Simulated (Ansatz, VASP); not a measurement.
One calculation of MnSn3, two programs

INCAR

```
SYSTEM = MnSn3
PREC = Accurate
ENCUT = 520
EDIFF = 1E-6
ISMEAR = 0
SIGMA = 0.1
LREAL = .FALSE.
LASPH = .TRUE.
NELM = 150
ALGO = Fast
ISIF = 2
LWAVE = .FALSE.
LCHARG = .TRUE.
ISPIN = 2
MAGMOM = 0 0 0 4
LORBIT = 11
LMAXMIX = 4
GGA = PS
LELF = .TRUE.
LVHAR = .TRUE.
NBANDS = 40
```

The input KPOINTS:

```
regular mesh
0
G
  6 6 6
  0 0 0
```

POSCAR

```
MnSn3
1.0
    0.0000000000      3.3941074405      3.3941074405
    3.3941074405      0.0000000000      3.3941074405
    3.3941074405      3.3941074405      0.0000000000
Sn Mn
3 1
Direct
    0.2500000000      0.2500000000      0.2500000000
    0.7500000000      0.7500000000      0.7500000000
    0.5000000000      0.5000000000      0.5000000000
    0.0000000000      0.0000000000      0.0000000000
```

Input for Ansatz:

```yaml
crystal:
  lattice:
    - [0.0, 3.3941074405, 3.3941074405]
    - [3.3941074405, 0.0, 3.3941074405]
    - [3.3941074405, 3.3941074405, 0.0]
  atoms:
    - { symbol: Sn, position: [0.25, 0.25, 0.25] }
    - { symbol: Sn, position: [0.75, 0.75, 0.75] }
    - { symbol: Sn, position: [0.5, 0.5, 0.5] }
    - { symbol: Mn, position: [0.0, 0.0, 0.0], spin: 4.0 }
basis:
  ecutwfc: 420
kpoints:
  mp_grid: { grid: [6, 6, 6] }
hamiltonian:
  xc: pbesol
scf:
  occupations: { method: gaussian, width: 0.1 }
  lower_state_search: "off"
output:
  forces: true
  stress: true
  eigenvalues: true
  populations: true
magnetization:
  spin_polarized: true
```

Alike in both runs: task single point; functional PBEsol; k mesh 6 × 6 × 6; occupations gaussian, width 0.1 eV; collinear spin.

|  | VASP | Ansatz |
| --- | --- | --- |
| version | VASP 6.6.1 | Ansatz 0.2.0 |
| potentials or method | VASP PAW PBE potentials, release 64 (Sn_d, Mn_pv), cutoff 520 eV | scalar-relativistic, plane waves, PAW |
| valence electrons in the cell | 55 | 57 |

VASP gave:

- gap on the k mesh at the Fermi level (eV): none
- pressure (GPa): 14.1
- net moment per atom (μB): 0.78
- size of the moment on the site where the two differ most (μB): 3.24

Q: Which values does Ansatz return?

A: gap on the k mesh at the Fermi level (eV): none; pressure (GPa): 14.1; net moment per atom (μB): 0.78; size of the moment on the site where the two differ most (μB): 3.31.

VASP's potentials were made for PBE, not for PBEsol. Site moments also hang on the region over which each program counts them. A gap of «none» marks a metal or a gap that the smearing closes. The functional is the same, so the differences come from potentials, cutoffs and numerics. VASP's potentials hold 55 valence electrons a cell and Ansatz's 57, so a difference there can come from the potentials and not from the codes.
